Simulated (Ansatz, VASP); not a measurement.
## Si: VASP beside Ansatz

```
Si
1.0
     0.00000    2.72185    2.72185
     2.72185    0.00000    2.72185
     2.72185    2.72185    0.00000
Si
2
Direct
  0.75000 0.75000 0.75000
  0.50000 0.50000 0.50000
```

Alike in both runs: task single point; functional LDA; k mesh 6 × 6 × 6; occupations gaussian, width 0.1 eV; no spin polarisation.

|  | VASP | Ansatz |
| --- | --- | --- |
| version | VASP 6.6.1 | Ansatz 0.2.0 |
| potentials or method | VASP PAW LDA potentials, release 64 (Si), cutoff 520 eV | scalar-relativistic, plane waves, PAW |
| valence electrons in the cell | 8 | 8 |

```csv
,VASP,Ansatz,Ansatz less VASP
gap on the k mesh at the Fermi level (eV),0.61,0.61,+0.002
least direct gap on the mesh (eV),2.52,2.52,+0.002
pressure (GPa),-2.0,-2.1,-0.04
```

LDA's correlation is that of Perdew and Zunger in VASP and of Perdew and Wang (1992) in Ansatz.
